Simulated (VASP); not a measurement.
# GaN (P6_3mc) in VASP: single point with HSE06

Aim: the single point of GaN with HSE06.

Program: VASP 6.6.1. These are calculated values, not measurements. Logs are shortened: lines on timing, memory, paths and dates and some standing lists are left out, and cuts for length are marked.

## 1. The cell of the first run

The structure is hexagonal, space group P6_3mc (No. 186). Conventional cell: a = 3.189 Å, b = 3.189 Å, c = 5.185 Å, α = 90.00°, β = 90.00°, γ = 120.00°. Ga (site symmetry 3m) has 4 N at 1.95 Å within 2.6 Å. Within 2.6 Å of N (site symmetry 3m) lie 4 Ga at 1.95 Å.

## 2. Single point, HSE06

File POSCAR:

```
GaN
1.0
    3.1890000000      0.0000000000      0.0000000000
   -1.5945000000      2.7617550100      0.0000000000
    0.0000000000      0.0000000000      5.1850000000
Ga N
2 2
Direct
    0.3333333300      0.6666666700      0.0000000000
    0.6666666700      0.3333333300      0.5000000000
    0.3333333300      0.6666666700      0.3770000000
    0.6666666700      0.3333333300      0.8770000000
```

File INCAR.step1:

```
SYSTEM = GaN
PREC = Accurate ; ENCUT = 520
EDIFF = 1E-5 ; ISMEAR = 0
SIGMA = 0.03 ; LREAL = .False.
LASPH = .True. ; NELM = 100
ALGO = Normal ; ISIF = 2
LWAVE = .True. ; LCHARG = .False.
NBANDS = 26 ; GGA = PE
KPAR = 2
```

File INCAR.step2:

```
SYSTEM = GaN
PREC = Accurate ; ENCUT = 520
EDIFF = 1E-6 ; ISMEAR = 0
SIGMA = 0.03 ; LREAL = .False.
LASPH = .True. ; NELM = 100
ALGO = Normal ; ISIF = 2
LWAVE = .False. ; LCHARG = .False.
GGA = PE ; LHFCALC = .True.
HFSCREEN = 0.2079 ; PRECFOCK = Normal
NBANDS = 26 ; ISTART = 1
KPAR = 2
```

File KPOINTS:

```
Automatic mesh
0
Gamma
  6 6 4
  0 0 0
```

Potentials or basis: VASP PAW PBE potentials, release 64 (Ga_d, N).

On the command line:

```bash
$ cat potpaw_PBE.64/Ga_d/POTCAR potpaw_PBE.64/N/POTCAR > POTCAR
$ cp INCAR.step1 INCAR
$ mpirun -np 2 vasp_std > vasp.out
$ cp INCAR.step2 INCAR
$ mpirun -np 2 vasp_std > vasp.out
```

OUTCAR:

```text
SYSTEM = GaN
   PREC = Accurate
   ENCUT = 520
   EDIFF = 1E-6
   ISMEAR = 0
   LREAL = .False.
   LASPH = .True.
   NELM = 100
   ISIF = 2
   GGA = PE
   LHFCALC = .True.
   HFSCREEN = 0.2079
   PRECFOCK = Normal
   ISTART = 1

 ion  position               nearest neighbor table
   1  0.333  0.667  0.000-   4 1.95   4 1.95   4 1.95   3 1.95
   2  0.667  0.333  0.500-   3 1.95   3 1.95   3 1.95   4 1.95
   3  0.333  0.667  0.377-   2 1.95   2 1.95   2 1.95   1 1.95
   4  0.667  0.333  0.877-   1 1.95   1 1.95   1 1.95   2 1.95

  LATTYP: Found a hexagonal cell.
 ALAT       =     3.1890000000
 C/A-ratio  =     1.6259015365

  Lattice vectors:

 A1 = (   3.1890000000,   0.0000000000,   0.0000000000)
 A2 = (  -1.5945000000,   2.7617550100,   0.0000000000)
 A3 = (   0.0000000000,   0.0000000000,   5.1850000000)

Analysis of symmetry for initial positions (statically):
=====================================================================
 Subroutine PRICEL returns:
 Original cell was already a primitive cell.

 Routine SETGRP: Setting up the symmetry group for a
 hexagonal supercell.

 Subroutine GETGRP returns: Found 12 space group operations
 (whereof  6 operations were pure point group operations)
 out of a pool of 24 trial point group operations.

The static configuration has the point symmetry C_3v.
 The point group associated with its full space group is C_6v.

Analysis of symmetry for dynamics (positions and initial velocities):
=====================================================================
 Subroutine PRICEL returns:
 Original cell was already a primitive cell.

 Routine SETGRP: Setting up the symmetry group for a
 hexagonal supercell.

 Subroutine GETGRP returns: Found 12 space group operations
 (whereof  6 operations were pure point group operations)
 out of a pool of 24 trial point group operations.

The dynamic configuration has the point symmetry C_3v.
 The point group associated with its full space group is C_6v.

 Subroutine INISYM returns: Found 12 space group operations
 (whereof  6 operations are pure point group operations),
 and found     1 'primitive' translations

----------------------------------------------------------------------------------------

                                     Primitive cell

  volume of cell :      45.6655

  direct lattice vectors                    reciprocal lattice vectors
     3.189000000  0.000000000  0.000000000     0.313577924  0.181044299  0.000000000
    -1.594500000  2.761755010  0.000000000     0.000000000  0.362088598  0.000000000
     0.000000000  0.000000000  5.185000000     0.000000000  0.000000000  0.192864031

  length of vectors
     3.189000000  3.188999998  5.185000000     0.362088598  0.362088598  0.192864031

  position of ions in fractional coordinates (direct lattice)
     0.333333330  0.666666670  0.000000000
     0.666666670  0.333333330  0.500000000
     0.333333330  0.666666670  0.377000000
     0.666666670  0.333333330  0.877000000

  ion indices of the primitive-cell ions
   primitive index   ion index
                 1           1
                 2           2
                 3           3
                 4           4

----------------------------------------------------------------------------------------

 KPOINTS: Automatic mesh

Automatic generation of k-mesh.
 Grid dimensions read from file:
 generate k-points for:    6    6    4

 Generating k-lattice:

  Cartesian coordinates                     Fractional coordinates (reciprocal lattice)
     0.052262987  0.030174050  0.000000000     0.166666667  0.000000000  0.000000000
     0.000000000  0.060348100  0.000000000     0.000000000  0.166666667  0.000000000
     0.000000000  0.000000000  0.048216008     0.000000000  0.000000000  0.250000000

  Length of vectors
     0.060348100  0.060348100  0.048216008

  Shift w.r.t. Gamma in fractional coordinates (k-lattice)
     0.000000000  0.000000000  0.000000000

 Subroutine IBZKPT returns following result:
 ===========================================

 Found     21 irreducible k-points:

 Following reciprocal coordinates:
            Coordinates               Weight
  0.000000  0.000000  0.000000      1.000000
  0.166667  0.000000  0.000000      6.000000
  0.333333  0.000000  0.000000      6.000000
  0.500000  0.000000  0.000000      3.000000
  0.166667  0.166667  0.000000      6.000000
  0.333333  0.166667  0.000000     12.000000
[... 13 lines left out ...]
  0.333333  0.166667  0.500000     12.000000
  0.333333  0.333333  0.500000      2.000000
   k-points           NKPTS =     21   k-points in BZ     NKDIM =    144   number of bands    NBANDS=     26
   number of dos      NEDOS =    301   number of ions     NIONS =      4
   total plane-waves  NPLWV =  23040
   dimension x,y,z NGX =    24 NGY =   24 NGZ =   40
   dimension x,y,z NGXF=    48 NGYF=   48 NGZF=   80
   ions per type =               2   2
   NGX,Y,Z   is equivalent  to a cutoff of  12.51, 12.51, 12.83 a.u.
   NGXF,Y,Z  is equivalent  to a cutoff of  25.02, 25.02, 25.65 a.u.
 SYSTEM =  GaN
   PREC   = accura    normal or accurate (medium, high low for compatibility)
   ISTART =      1    job   : 0-new  1-cont  2-samecut
   ICHARG =      0    charge: 1-file 2-atom 10-const
   ISPIN  =      1    spin polarized calculation?
   LNONCOLLINEAR =      F non collinear calculations
   LSORBIT =      F    spin-orbit coupling
   LASPH  =      T    aspherical Exc in radial PAW
   ENCUT  =  520.0 eV  38.22 Ry    6.18 a.u.   5.93  5.93  9.64*2*pi/ulx,y,z
   NELM   =    100;   NELMIN=  2; NELMDL=  0     # of ELM steps
   EDIFF  = 0.1E-05   stopping-criterion for ELM
   LREAL  =      F    real-space projection
   EDIFFG = 0.1E-04   stopping-criterion for IOM
   NSW    =      0    number of steps for IOM
   IBRION =     -1    ionic relax: 0-MD 1-quasi-New 2-CG
   NFREE  =      0    steps in history (QN), initial steepest desc. (CG)
   ISIF   =      2    stress and relaxation
   ISYM   =      3    0-nonsym 1-usesym 2-fastsym
   POTIM  = 0.5000    time-step for ionic-motion
   TEBEG  =    0.0;   TEEND  =   0.0 temperature during run
   PSTRESS=    0.0 pullay stress
   NELECT =      36.0000    total number of electrons
   NUPDOWN=      -1.0000    fix difference up-down
   EMIN   =  10.00;   EMAX   =-10.00  energy-range for DOS
   EFERMI =   0.00;   METHOD = LEGACY
   ISMEAR =     0;   SIGMA  =   0.03  broadening in eV -4-tet -1-fermi 0-gaus
   EFERMI_NEDOS =   21; number of points for ismear=-14 and -15
   IALGO  =     38    algorithm
   IMIX   =      1    mixing-type and parameters
     AMIX     =   0.40;   BMIX     =  1.00
     AMIX_MAG =   1.60;   BMIX_MAG =  1.00
  volume/ion in A,a.u.               =      11.42        77.04
  Fermi-wavevector in a.u.,A,eV,Ry     =   1.512329  2.857887 31.118402  2.287138
  Thomas-Fermi vector in A             =   2.622267
   LORBIT       =      0    0 simple, 1 ext, 2 COOP (PROOUT), +10 PAW based schemes
   GGA     = PE    functional components
   LHFCALC =     T    Hartree Fock is set to
   PRECFOCK=normal    Normal, Fast or Accurate (Low or Medium for compatibility)
   ENCUT4O =  -1.0   cutoff for four orbital integrals eV
   NKREDX  =     1    reduce k-point grid by
   NKREDY  =     1    reduce k-point grid by
   NKREDZ  =     1    reduce k-point grid by
   AEXX    =    0.2500 exact exchange contribution
   HFSCREEN=    0.2079 screening length (either q_TF or 0.3 A-1)
   HFSCREENC=   0.2079 screening length for correlation (either q_TF or 0.3 A-1)
   ENCUTFOCK=  -1.0 apply spherical cutoff to Coloumb kernel
   IVDW    =     0    specifies the selected vdW correction
   LEPSILON=     F    determine dielectric tensor
   LRPA    =     F    only Hartree local field effects (RPA)
 non-spin polarized calculation
 Gauss-broadening in eV      SIGMA  =   0.03
  energy-cutoff  :      520.00
  volume of cell :       45.67
 maximum number of plane-waves:      1260
 NGX is ok and might be reduce to    24
  NGX = 18; NGY = 18; NGZ = 30

 number of electron      35.9999985 magnetization

 Free energy of the ion-electron system (eV)
  ---------------------------------------------------
  ext. energy  EPLUGINS =         0.00000000
  ---------------------------------------------------
  free energy    TOTEN  =       -29.51634495 eV

  energy without entropy =      -29.51634495  energy(sigma->0) =      -29.51634495

 E-fermi :   4.6424     XC(G=0):  -9.5651

 val. band max:        4.4984891767   @ k =   0.0000   0.0000   0.0000
 cond. band min:       7.6879930137   @ k =   0.0000   0.0000   0.0000
 fundamental gap:      3.1895038370
 Fermi energy:         4.6423836232

 k-point     1 :       0.0000    0.0000    0.0000
  band No.  band energies     occupation
      1     -12.9897      2.00000
      2     -12.3671      2.00000
      3     -11.0679      2.00000
      4     -11.0515      2.00000
      5     -11.0515      2.00000
      6     -10.9914      2.00000
[... 18 lines left out ...]
     25      17.9256      0.00000
     26      17.9256      0.00000

 k-point     2 :       0.1667    0.0000    0.0000
  band No.  band energies     occupation
      1     -12.7652      2.00000
      2     -12.3291      2.00000
      3     -11.0374      2.00000
      4     -11.0185      2.00000
      5     -10.9643      2.00000
      6     -10.9439      2.00000
[... 18 lines left out ...]
     25      17.5811      0.00000
     26      18.5016      0.00000

 k-point     3 :       0.3333    0.0000    0.0000
  band No.  band energies     occupation
      1     -12.4457      2.00000
      2     -12.2855      2.00000
      3     -10.9964      2.00000
      4     -10.9810      2.00000
      5     -10.8939      2.00000
      6     -10.8520      2.00000
[... 18 lines left out ...]
     25      17.6579      0.00000
     26      19.5192      0.00000

 k-point     4 :       0.5000    0.0000    0.0000
  band No.  band energies     occupation
      1     -12.3650      2.00000
      2     -12.2735      2.00000
      3     -10.9927      2.00000
      4     -10.9768      2.00000
      5     -10.8815      2.00000
      6     -10.8305      2.00000
[... 18 lines left out ...]
     25      18.5666      0.00000
     26      19.7443      0.00000

 k-point     5 :       0.1667    0.1667    0.0000
  band No.  band energies     occupation
      1     -12.5022      2.00000
      2     -12.2929      2.00000
      3     -11.0025      2.00000
      4     -10.9853      2.00000
      5     -10.9163      2.00000
      6     -10.8907      2.00000
[... 18 lines left out ...]
     25      17.3111      0.00000
     26      19.6152      0.00000

 k-point     6 :       0.3333    0.1667    0.0000
  band No.  band energies     occupation
      1     -12.3477      2.00000
      2     -12.2751      2.00000
      3     -11.0162      2.00000
      4     -10.9446      2.00000
      5     -10.8556      2.00000
      6     -10.8441      2.00000
[... 340 lines left out ...]
 k-point    18 :       0.5000    0.0000    0.5000
  band No.  band energies     occupation
      1     -12.2713      2.00000
      2     -12.2713      2.00000
      3     -10.9925      2.00000
      4     -10.9925      2.00000
      5     -10.8874      2.00000
      6     -10.8874      2.00000
[... 18 lines left out ...]
     25      18.5183      0.00000
     26      18.5183      0.00000

 k-point    19 :       0.1667    0.1667    0.5000
  band No.  band energies     occupation
      1     -12.3188      2.00000
      2     -12.3188      2.00000
      3     -10.9689      2.00000
      4     -10.9689      2.00000
      5     -10.9414      2.00000
      6     -10.9414      2.00000
[... 18 lines left out ...]
     25      17.9648      0.00000
     26      17.9648      0.00000

 k-point    20 :       0.3333    0.1667    0.5000
  band No.  band energies     occupation
      1     -12.2626      2.00000
      2     -12.2626      2.00000
      3     -10.9624      2.00000
      4     -10.9624      2.00000
      5     -10.9068      2.00000
      6     -10.9068      2.00000
[... 18 lines left out ...]
     25      18.6399      0.00000
     26      18.6399      0.00000

 k-point    21 :       0.3333    0.3333    0.5000
  band No.  band energies     occupation
      1     -12.2449      2.00000
      2     -12.2449      2.00000
      3     -10.9312      2.00000
      4     -10.9312      2.00000
      5     -10.9181      2.00000
      6     -10.9181      2.00000
[... 18 lines left out ...]
     25      20.0340      0.00000
     26      20.0343      0.00000

------------------------ aborting loop because EDIFF is reached ----------------------------------------

  FORCE on cell =-STRESS in cart. coord.  units (eV):
  Direction    XX          YY          ZZ          XY          YZ          ZX
  --------------------------------------------------------------------------------------
  -------------------------------------------------------------------------------------
  Total       -0.2659397     -0.2659397     -0.2161385      0.0000000      0.0000000      0.0000000
  in kB       -9.3305079     -9.3305079     -7.5832319      0.0000000      0.0000000      0.0000000
  external PRESSURE =      -8.7480826 kB  Pullay stress =       0.0000000 kB

 VOLUME and BASIS-vectors are now :
 -----------------------------------------------------------------------------
  energy-cutoff  :      520.00
  volume of cell :       45.67
      direct lattice vectors                 reciprocal lattice vectors
     3.189000000  0.000000000  0.000000000     0.313577924  0.181044299  0.000000000
    -1.594500000  2.761755010  0.000000000     0.000000000  0.362088598  0.000000000
     0.000000000  0.000000000  5.185000000     0.000000000  0.000000000  0.192864031

 POSITION                                       TOTAL-FORCE (eV/Angst)
 -----------------------------------------------------------------------------------
     -0.00000      1.84117      0.00000        -0.000000     -0.000000     -0.015659
      1.59450      0.92058      2.59250         0.000000      0.000000     -0.015659
     -0.00000      1.84117      1.95475        -0.000000      0.000000      0.015659
      1.59450      0.92058      4.54725         0.000000     -0.000000      0.015659
 -----------------------------------------------------------------------------------
    total drift:                                0.000002     -0.000009      0.000137

  FREE ENERGIE OF THE ION-ELECTRON SYSTEM (eV)
  ---------------------------------------------------
  free  energy   TOTEN  =       -29.5163449550 eV

  energy  without entropy=      -29.5163449550  energy(sigma->0) =      -29.51634495
```

It took 44 min on 2 MPI ranks of Intel Xeon Platinum 8488C (Sapphire Rapids), shared host; peak memory 0.28 GiB.

What came out:

```
Free energy            : -29.5163 eV
Pressure               : -0.9 GPa
Largest force          : 0.016 eV/Å
Band gap on the k mesh : 3.19 eV
```

Forces in eV/Å, atoms in the order of the input:
```
Ga   0.000  0.000 -0.016
Ga   0.000  0.000 -0.016
N    0.000  0.000  0.016
N    0.000  0.000  0.016
```

Stress tensor (GPa, compression positive):
```
-0.93  0.00  0.00
 0.00 -0.93  0.00
 0.00  0.00 -0.76
```

Levels at points of the mesh, in eV from the valence-band top:
```csv
k point,band 15,band 16,band 17,band 18,band 19,band 20,band 21,band 22
"(0.00, 0.00, 0.00)",-1.12,-0.02,0.00,0.00,3.19,5.67,10.98,11.46
"(0.50, 0.00, 0.00)",-4.50,-2.96,-2.34,-1.07,6.34,6.98,7.44,10.46
"(0.00, 0.00, 0.50)",-0.58,-0.58,-0.58,-0.58,5.66,5.66,10.08,10.08
"(0.50, 0.00, 0.50)",-2.09,-2.09,-2.02,-2.02,5.68,5.68,9.34,9.34
```

Caveat: the PAW data sets were made with another functional, which shifts forces and pressure a little.
